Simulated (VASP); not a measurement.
# Cd (Im-3m) in VASP: further runs

The runs below take Cd through single point, with RPBE.

Everything below comes from runs of VASP 6.6.1. Logs are shortened: lines on timing, memory, paths and dates and some standing lists are left out, and cuts for length are marked.

## Step 1: The cell of the first run

The structure is cubic, space group Im-3m (No. 229). The conventional cell has a = 3.683 Å, b = 3.683 Å, c = 3.683 Å, α = 90.00°, β = 90.00°, γ = 90.00°. Within 4.2 Å of Cd (site symmetry m-3m) lie 14 Cd at 3.19 to 3.68 Å.

## Step 2: Single point, RPBE

File INCAR:

```
  ALGO = Normal
  EDIFF = 1E-6
  ENCUT = 520
  GGA = RP
  ISIF = 2
  ISMEAR = -1
  LASPH = True
  LCHARG = True
  LELF = True
  LREAL = False
  LVHAR = True
  LWAVE = False
  NBANDS = 12
  NELM = 80
  PREC = Accurate
  SIGMA = 0.1
```

File KPOINTS:

```
k-points
0
Gamma
  13 13 13
```

File POSCAR:

```
Cd
1.0
   -1.8413924281      1.8413924281      1.8413924281
    1.8413924281     -1.8413924281      1.8413924281
    1.8413924281      1.8413924281     -1.8413924281
Cd
1
Direct
    0.0000000000      0.0000000000      0.0000000000
```

Potentials or basis: VASP PAW PBE potentials, release 64 (Cd).

On the command line:

```console
> cat potpaw_PBE.64/Cd/POTCAR > POTCAR
> mpirun -np 1 vasp_std > vasp.out
```

OUTCAR:

```text
EDIFF = 1E-6
   ENCUT = 520
   GGA = RP
   ISIF = 2
   ISMEAR = -1
   LASPH = True
   LREAL = False
   NELM = 80
   PREC = Accurate

 ion  position               nearest neighbor table
   1  0.000  0.000  0.000-

  LATTYP: Found a body centered cubic cell.
 ALAT       =     3.6827848562

  Lattice vectors:

 A1 = (  -1.8413924281,   1.8413924281,   1.8413924281)
 A2 = (   1.8413924281,  -1.8413924281,   1.8413924281)
 A3 = (   1.8413924281,   1.8413924281,  -1.8413924281)

Analysis of symmetry for initial positions (statically):
=====================================================================
 Subroutine PRICEL returns:
 Original cell was already a primitive cell.

 Routine SETGRP: Setting up the symmetry group for a
 body centered cubic supercell.

 Subroutine GETGRP returns: Found 48 space group operations
 (whereof 48 operations were pure point group operations)
 out of a pool of 48 trial point group operations.

The static configuration has the point symmetry O_h .

Analysis of symmetry for dynamics (positions and initial velocities):
=====================================================================
 Subroutine PRICEL returns:
 Original cell was already a primitive cell.

 Routine SETGRP: Setting up the symmetry group for a
 body centered cubic supercell.

 Subroutine GETGRP returns: Found 48 space group operations
 (whereof 48 operations were pure point group operations)
 out of a pool of 48 trial point group operations.

The dynamic configuration has the point symmetry O_h .

 Subroutine INISYM returns: Found 48 space group operations
 (whereof 48 operations are pure point group operations),
 and found     1 'primitive' translations

----------------------------------------------------------------------------------------

                                     Primitive cell

  volume of cell :      24.9746

  direct lattice vectors                    reciprocal lattice vectors
    -1.841392428  1.841392428  1.841392428     0.000000000  0.271533646  0.271533646
     1.841392428 -1.841392428  1.841392428     0.271533646  0.000000000  0.271533646
     1.841392428  1.841392428 -1.841392428     0.271533646  0.271533646  0.000000000

  length of vectors
     3.189385242  3.189385242  3.189385242     0.384006565  0.384006565  0.384006565

  position of ions in fractional coordinates (direct lattice)
     0.000000000  0.000000000  0.000000000

  ion indices of the primitive-cell ions
   primitive index   ion index
                 1           1

----------------------------------------------------------------------------------------

 KPOINTS: k-points

Automatic generation of k-mesh.
 Grid dimensions read from file:
 generate k-points for:   13   13   13

 Generating k-lattice:

  Cartesian coordinates                     Fractional coordinates (reciprocal lattice)
     0.000000000  0.020887204  0.020887204     0.076923077  0.000000000  0.000000000
     0.020887204  0.000000000  0.020887204     0.000000000  0.076923077  0.000000000
     0.020887204  0.020887204  0.000000000     0.000000000  0.000000000  0.076923077

  Length of vectors
     0.029538967  0.029538967  0.029538967

  Shift w.r.t. Gamma in fractional coordinates (k-lattice)
     0.000000000  0.000000000  0.000000000

 Subroutine IBZKPT returns following result:
 ===========================================

 Found     84 irreducible k-points:

 Following reciprocal coordinates:
            Coordinates               Weight
  0.000000  0.000000  0.000000      1.000000
  0.076923  0.000000  0.000000     12.000000
  0.153846  0.000000  0.000000     12.000000
  0.230769  0.000000  0.000000     12.000000
  0.307692  0.000000  0.000000     12.000000
  0.384615  0.000000  0.000000     12.000000
[... 16 lines left out ...]
  0.153846  0.076923  0.076923     24.000000
  0.230769  0.076923  0.076923     24.000000
 [... further k-points ...]
   k-points           NKPTS =     84   k-points in BZ     NKDIM =     84   number of bands    NBANDS=     12
   number of dos      NEDOS =    301   number of ions     NIONS =      1
   total plane-waves  NPLWV =  13824
   dimension x,y,z NGX =    24 NGY =   24 NGZ =   24
   dimension x,y,z NGXF=    48 NGYF=   48 NGZF=   48
   ions per type =               1
   NGX,Y,Z   is equivalent  to a cutoff of  12.51, 12.51, 12.51 a.u.
   NGXF,Y,Z  is equivalent  to a cutoff of  25.02, 25.02, 25.02 a.u.
 SYSTEM =  unknown system
   PREC   = accura    normal or accurate (medium, high low for compatibility)
   ISTART =      0    job   : 0-new  1-cont  2-samecut
   ICHARG =      2    charge: 1-file 2-atom 10-const
   ISPIN  =      1    spin polarized calculation?
   LNONCOLLINEAR =      F non collinear calculations
   LSORBIT =      F    spin-orbit coupling
   LASPH  =      T    aspherical Exc in radial PAW
   ENCUT  =  520.0 eV  38.22 Ry    6.18 a.u.   5.93  5.93  5.93*2*pi/ulx,y,z
   NELM   =     80;   NELMIN=  2; NELMDL= -5     # of ELM steps
   EDIFF  = 0.1E-05   stopping-criterion for ELM
   LREAL  =      F    real-space projection
   EDIFFG = 0.1E-04   stopping-criterion for IOM
   NSW    =      0    number of steps for IOM
   IBRION =     -1    ionic relax: 0-MD 1-quasi-New 2-CG
   NFREE  =      0    steps in history (QN), initial steepest desc. (CG)
   ISIF   =      2    stress and relaxation
   ISYM   =      2    0-nonsym 1-usesym 2-fastsym
   POTIM  = 0.5000    time-step for ionic-motion
   TEBEG  =    0.0;   TEEND  =   0.0 temperature during run
   PSTRESS=    0.0 pullay stress
   NELECT =      12.0000    total number of electrons
   NUPDOWN=      -1.0000    fix difference up-down
   EMIN   =  10.00;   EMAX   =-10.00  energy-range for DOS
   EFERMI =   0.00;   METHOD = LEGACY
   ISMEAR =    -1;   SIGMA  =   0.10  broadening in eV -4-tet -1-fermi 0-gaus
   EFERMI_NEDOS =   21; number of points for ismear=-14 and -15
   IALGO  =     38    algorithm
   IMIX   =      4    mixing-type and parameters
     AMIX     =   0.40;   BMIX     =  1.00
     AMIX_MAG =   1.60;   BMIX_MAG =  1.00
  volume/ion in A,a.u.               =      24.97       168.54
  Fermi-wavevector in a.u.,A,eV,Ry     =   1.282239  2.423080 22.369831  1.644136
  Thomas-Fermi vector in A             =   2.414562
   LORBIT       =      0    0 simple, 1 ext, 2 COOP (PROOUT), +10 PAW based schemes
   GGA     = RP    functional components
   LHFCALC =     F    Hartree Fock is set to
   AEXX    =    0.0000 exact exchange contribution
   IVDW    =     0    specifies the selected vdW correction
   LEPSILON=     F    determine dielectric tensor
   LRPA    =     F    only Hartree local field effects (RPA)
 non-spin polarized calculation
  energy-cutoff  :      520.00
  volume of cell :       24.97
 maximum number of plane-waves:       685
   NGX = 11   NGY = 11   NGZ = 11

 number of electron      11.9999993 magnetization

 Free energy of the ion-electron system (eV)
  ---------------------------------------------------
  ext. energy  EPLUGINS =         0.00000000
  ---------------------------------------------------
  free energy    TOTEN  =        -0.32132218 eV

  energy without entropy =       -0.30789049  energy(sigma->0) =       -0.31460634

 E-fermi :   2.1205     XC(G=0): -10.1600

 val. band max:        2.0932259964   @ k =   0.3846   0.0769   0.0769
 cond. band min:       2.1700218838   @ k =  -0.3846  -0.3846   0.0769
 fundamental gap:      0.0767958875
 Fermi energy:         2.1204797617

 k-point     1 :       0.0000    0.0000    0.0000
  band No.  band energies     occupation
      1      -6.8411      2.00000
      2      -6.8411      2.00000
      3      -6.8411      2.00000
      4      -6.3527      2.00000
      5      -6.3527      2.00000
      6      -5.7352      2.00000
      7      16.8031      0.00000
      8      16.8031      0.00000
      9      16.8031      0.00000
     10      16.9993      0.00000
     11      16.9993      0.00000
     12      16.9993      0.00000

 k-point     2 :       0.0769    0.0000    0.0000
  band No.  band energies     occupation
      1      -6.8552      2.00000
      2      -6.8355      2.00000
      3      -6.7983      2.00000
      4      -6.3677      2.00000
      5      -6.3523      2.00000
      6      -5.5886      2.00000
      7      14.9214      0.00000
      8      15.9968      0.00000
      9      16.0386      0.00000
     10      16.6597      0.00000
     11      16.7048      0.00000
     12      17.1144      0.00000

 k-point     3 :       0.1538    0.0000    0.0000
  band No.  band energies     occupation
      1      -6.8938      2.00000
      2      -6.8395      2.00000
      3      -6.6775      2.00000
      4      -6.4026      2.00000
      5      -6.3508      2.00000
      6      -5.1330      2.00000
      7      12.0183      0.00000
      8      14.5787      0.00000
      9      14.7386      0.00000
     10      16.1405      0.00000
     11      16.1609      0.00000
     12      17.6295      0.00000

 k-point     4 :       0.2308    0.0000    0.0000
  band No.  band energies     occupation
      1      -6.9479      2.00000
      2      -6.8863      2.00000
      3      -6.5011      2.00000
      4      -6.4242      2.00000
      5      -6.3480      2.00000
      6      -4.3568      2.00000
      7       9.1637      0.00000
      8      13.2114      0.00000
      9      13.5683      0.00000
     10      15.6108      0.00000
     11      15.7170      0.00000
     12      18.4755      0.00000

 k-point     5 :       0.3077    0.0000    0.0000
  band No.  band energies     occupation
      1      -7.0047      2.00000
      2      -6.9726      2.00000
      3      -6.4162      2.00000
      4      -6.3440      2.00000
      5      -6.3056      2.00000
      6      -3.2663      2.00000
      7       6.4838      0.00000
      8      12.0735      0.00000
      9      12.6447      0.00000
     10      15.2019      0.00000
     11      15.4061      0.00000
     12      19.6191      0.00000
[... 228 lines left out ...]
      1      -7.0413      2.00000
      2      -6.7308      2.00000
      3      -6.5932      2.00000
      4      -6.3418      2.00000
      5      -6.2703      2.00000
      6       1.6095      1.98800
      7       3.2711      0.00002
      8       3.8923      0.00000
      9      10.7694      0.00000
     10      17.8354      0.00000
     11      18.4781      0.00000
     12      20.2016      0.00000

 k-point    22 :       0.0769    0.0769    0.0769
  band No.  band energies     occupation
      1      -6.8845      2.00000
      2      -6.8845      2.00000
      3      -6.6234      2.00000
      4      -6.3772      2.00000
      5      -6.3772      2.00000
      6      -4.8149      2.00000
      7      11.8100      0.00000
      8      12.4600      0.00000
      9      12.4600      0.00000
     10      17.7820      0.00000
     11      18.1694      0.00000
     12      18.1694      0.00000

 k-point    23 :       0.1538    0.0769    0.0769
  band No.  band energies     occupation
      1      -6.9398      2.00000
      2      -6.8955      2.00000
      3      -6.5107      2.00000
      4      -6.3986      2.00000
      5      -6.3613      2.00000
      6      -4.0225      2.00000
      7       9.3066      0.00000
      8      10.9732      0.00000
      9      11.4250      0.00000
     10      17.8923      0.00000
     11      18.2972      0.00000
     12      18.9640      0.00000

 k-point    24 :       0.2308    0.0769    0.0769
  band No.  band energies     occupation
      1      -6.9935      2.00000
      2      -6.9398      2.00000
      3      -6.4133      2.00000
      4      -6.3590      2.00000
      5      -6.3486      2.00000
      6      -2.9237      2.00000
      7       6.6958      0.00000
      8       9.9878      0.00000
      9      10.6237      0.00000
     10      17.5128      0.00000
     11      17.9437      0.00000
     12      20.0502      0.00000

 [... further k-points ...]

------------------------ aborting loop because EDIFF is reached ----------------------------------------

  FORCE on cell =-STRESS in cart. coord.  units (eV):
  Direction    XX          YY          ZZ          XY          YZ          ZX
  --------------------------------------------------------------------------------------
  -------------------------------------------------------------------------------------
  Total        0.0209872      0.0209872      0.0209872     -0.0000000      0.0000000      0.0000000
  in kB        1.3463729      1.3463729      1.3463729     -0.0000000      0.0000000      0.0000000
  external PRESSURE =       1.3463729 kB  Pullay stress =       0.0000000 kB

 VOLUME and BASIS-vectors are now :
 -----------------------------------------------------------------------------
  energy-cutoff  :      520.00
  volume of cell :       24.97
      direct lattice vectors                 reciprocal lattice vectors
    -1.841392428  1.841392428  1.841392428     0.000000000  0.271533646  0.271533646
     1.841392428 -1.841392428  1.841392428     0.271533646  0.000000000  0.271533646
     1.841392428  1.841392428 -1.841392428     0.271533646  0.271533646  0.000000000

 POSITION                                       TOTAL-FORCE (eV/Angst)
 -----------------------------------------------------------------------------------
      0.00000      0.00000      0.00000         0.000000     -0.000000      0.000000
 -----------------------------------------------------------------------------------
    total drift:                                0.000000      0.000000      0.000000

  FREE ENERGIE OF THE ION-ELECTRON SYSTEM (eV)
  ---------------------------------------------------
  free  energy   TOTEN  =        -0.3213221849 eV

  energy  without entropy=       -0.3078904948  energy(sigma->0) =       -0.31460634
```

It took 20 s on 1 thread of Intel Xeon 6975P-C, shared host; peak memory 0.15 GiB.

Results:

```
Free energy            : -0.3213 eV
Pressure               : 0.1 GPa
Band gap on the k mesh : zero (band 6 reaches 4.59 eV, above the bottom of band 7 at 1.12 eV)
```

Caveat: the PAW data sets were made with another functional, which shifts forces and pressure a little.

## Step 3: Single point, RPBE (volume scaled by 0.88)

File INCAR:

```
ALGO     = Normal         # electronic algorithm
EDIFF    = 1E-6           # SCF threshold, eV
ENCUT    = 520            # plane-wave cutoff, eV
GGA      = RP             # functional
ISIF     = 2              # what is computed and relaxed
ISMEAR   = -1             # smearing method
LASPH    = True           # aspherical terms in the spheres
LCHARG   = False          # write CHGCAR
LREAL    = False          # projectors in reciprocal space
LWAVE    = False          # write WAVECAR
NBANDS   = 12             # bands
NELM     = 60             # most SCF steps
PREC     = Accurate       # precision mode
SIGMA    = 0.1            # smearing width, eV
```

File KPOINTS:

```
k-points
0
Gamma
  14 14 14
```

File POSCAR:

```
Cd
1.0
   -1.7645768490      1.7645768490      1.7645768490
    1.7645768490     -1.7645768490      1.7645768490
    1.7645768490      1.7645768490     -1.7645768490
Cd
1
Direct
    0.0000000000      0.0000000000      0.0000000000
```

Potentials or basis: VASP PAW PBE potentials, release 64 (Cd).

On the command line:

```console
> cat potpaw_PBE.64/Cd/POTCAR > POTCAR
> mpirun -np 1 vasp_std > vasp.out
```

Wall time 29 s (1 thread of Intel Xeon 6975P-C, shared host); peak memory 0.15 GiB.

Results (log left out):

| Item | Value |
| --- | --- |
| Free energy | -0.2704 eV |
| Pressure | 5.6 GPa |
| Band gap on the k mesh | zero (band 6 reaches 6.47 eV, above the bottom of band 7 at 2.11 eV) |

Levels at points of the mesh, in eV from the Fermi level:
```csv
k point,band 3,band 4,band 5,band 6,band 7,band 8,band 9,band 10
"(0.00, 0.00, 0.00)",-9.33,-8.81,-8.69,-8.69,15.44,15.44,15.44,16.39
"(0.50, 0.00, 0.00)",-8.73,-8.67,-8.26,-2.14,-0.91,9.42,10.01,13.61
"(0.50, 0.50, 0.50)",-8.37,-8.37,-8.37,3.44,3.44,3.44,5.85,7.96
```

Caveat: the PAW data sets were made with another functional, which shifts forces and pressure a little.

## Step 4: Single point, RPBE (volume scaled by 0.96)

File INCAR:

```
SYSTEM = Cd
ALGO = Normal ; EDIFF = 1E-6
ENCUT = 520 ; GGA = RP
ISIF = 2 ; ISMEAR = -1
LASPH = .TRUE. ; LCHARG = .FALSE.
LREAL = .FALSE. ; LWAVE = .FALSE.
NBANDS = 12 ; NELM = 60
PREC = Accurate ; SIGMA = 0.1
```

File KPOINTS:

```
k-points
0
G
  14 14 14
  0 0 0
```

File POSCAR:

```
Cd
1.0
   -1.8165056960      1.8165056960      1.8165056960
    1.8165056960     -1.8165056960      1.8165056960
    1.8165056960      1.8165056960     -1.8165056960
Cd
1
Direct
    0.0000000000      0.0000000000      0.0000000000
```

On the command line:

```console
> cat potpaw_PBE.64/Cd/POTCAR > POTCAR
> mpirun -np 1 vasp_std > vasp.out
```

It took 29 s on 1 thread of Intel Xeon 6975P-C, shared host; peak memory 0.16 GiB.

Results (log left out):

| Quantity | Value |
| --- | --- |
| Free energy | -0.3129 eV |
| Pressure | 1.6 GPa |
| Band gap on the k mesh | zero (band 6 reaches 5.79 eV, above the bottom of band 7 at 1.37 eV) |

Levels at points of the mesh, in eV from the Fermi level:
```csv
k point,band 4,band 5,band 6,band 7,band 8,band 9
"(0.00, 0.00, 0.00)",-8.52,-8.52,-8.13,15.07,15.07,15.07
"(0.50, 0.00, 0.00)",-8.50,-8.16,-1.77,-1.01,8.91,9.70
"(0.50, 0.50, 0.50)",-8.25,-8.25,3.41,3.41,3.41,5.08
```

Caveat: the PAW data sets were made with another functional, which shifts forces and pressure a little.

## Step 5: Single point, RPBE

File INCAR:

```
SYSTEM = Cd
  ALGO = Normal
  EDIFF = 1E-7
  ENCUT = 520
  GGA = RP
  ISIF = 2
  ISMEAR = -1
  LASPH = .True.
  LCHARG = .True.
  LELF = .True.
  LREAL = .False.
  LVHAR = .True.
  LWAVE = .False.
  NBANDS = 12
  NELM = 100
  PREC = Accurate
  SIGMA = 0.1
```

File KPOINTS:

```
k-points
0
Gamma
  14 14 14
  0 0 0
```

File POSCAR:

```
Cd
1.0
   -1.8413924281      1.8413924281      1.8413924281
    1.8413924281     -1.8413924281      1.8413924281
    1.8413924281      1.8413924281     -1.8413924281
Cd
1
Direct
    0.0000000000      0.0000000000      0.0000000000
```

On the command line:

```console
> cat potpaw_PBE.64/Cd/POTCAR > POTCAR
> mpirun -np 1 vasp_std > vasp.out
```

Wall time 31 s (1 thread of Intel Xeon 6975P-C, shared host); peak memory 0.16 GiB.

The run converged. Its results:

* Free energy: -0.3188 eV
* Pressure: 0.4 GPa
* Band gap on the k mesh: zero (band 6 reaches 5.49 eV, above the bottom of band 7 at 1.05 eV)

Levels at points of the mesh, in eV from the Fermi level:
| k point | band 2 | band 3 | band 4 | band 5 | band 6 | band 7 | band 8 | band 9 | band 10 | band 11 |
| --- | --- | --- | --- | --- | --- | --- | --- | --- | --- | --- |
| (0.00, 0.00, 0.00) | -8.94 | -8.94 | -8.46 | -8.46 | -7.84 | 14.70 | 14.70 | 14.70 | 14.89 | 14.89 |
| (0.50, 0.00, 0.00) | -9.18 | -8.48 | -8.44 | -8.13 | -1.61 | -1.06 | 8.67 | 9.54 | 12.67 | 13.03 |
| (0.50, 0.50, 0.50) | -9.29 | -8.21 | -8.21 | -8.21 | 3.38 | 3.38 | 3.38 | 4.74 | 7.49 | 7.49 |

Caveat: the PAW data sets were made with another functional, which shifts forces and pressure a little.

## Step 6: Summary

| cell | k mesh | gap on the mesh (eV) | pressure (GPa) |
| --- | --- | --- | --- |
| a = 3.189 Å, angles 109.5°, 1 atom | 13 × 13 × 13 | none | 0.1 |
| a = 3.056 Å, angles 109.5°, 1 atom | 14 × 14 × 14 | none | 5.6 |
| a = 3.146 Å, angles 109.5°, 1 atom | 14 × 14 × 14 | none | 1.6 |
| a = 3.189 Å, angles 109.5°, 1 atom | 14 × 14 × 14 | none | 0.4 |

Alike in all rows: task single point; level RPBE; potentials or basis VASP PAW PBE potentials, release 64 (Cd); no spin polarisation; cutoff (eV) 520; smearing fermi-dirac 0.1 eV.

Caveats: the PAW data sets were made with another functional, which shifts forces and pressure a little.

Absolute energies hang on the potentials; compare differences alone.
